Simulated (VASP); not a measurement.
Write the native input for VASP 6.6.1 that does the following.

* Task: single point
* Functional: PBE
* Potentials or basis: VASP PAW PBE potentials, release 64 (Co, Bi_d)
* Cutoff: 520 eV
* k mesh: 13 × 13 × 13
* Occupations: fermi-dirac, width 0.05 eV
* Spin: collinear spin, ferromagnetic start
* Starting moments: [2.0, 0.0] μB
* Dipole correction: no
* Further INCAR settings: ALGO = Normal; EDIFF = 1e-06; NBANDS = 23

The structure of CoBi (rocksalt type) lies in POSCAR:

```
CoBi
1.0
    0.0000000000      2.7446095377      2.7446095377
    2.7446095377      0.0000000000      2.7446095377
    2.7446095377      2.7446095377      0.0000000000
Co Bi
1 1
Direct
    0.0000000000      0.0000000000      0.0000000000
    0.5000000000      0.5000000000      0.5000000000
```

One way to write it, as run:

INCAR

```
  PREC = Accurate
  ENCUT = 520
  EDIFF = 1E-6
  ISMEAR = -1
  SIGMA = 0.05
  LREAL = F
  LASPH = T
  NELM = 150
  ALGO = Normal
  ISIF = 2
  LWAVE = F
  LCHARG = F
  ISPIN = 2
  MAGMOM = 2 0
  LORBIT = 11
  LMAXMIX = 4
  GGA = PE
  NBANDS = 23
```

KPOINTS

```
Automatic mesh
0
Gamma
  13 13 13
```

Potentials or basis: VASP PAW PBE potentials, release 64 (Co, Bi_d).

Launch:

```bash
$ cat potpaw_PBE.64/Co/POTCAR potpaw_PBE.64/Bi_d/POTCAR > POTCAR
$ mpirun -np 1 vasp_std > vasp.out
```

Results of the run:

```json
{"Pressure": "-3.6 GPa", "Net moment": "0.69 μB per cell", "Site moments": "Co +0.76; Bi -0.05 μB", "Valence electrons inside the program's atomic spheres": "Co 8.09; Bi 12.86"}
```

Caveat: the cell stands under tension.

It took 72 s on 1 thread of AMD EPYC 9R45 (Zen 5), on a shared host, peak memory 0.24 GiB.
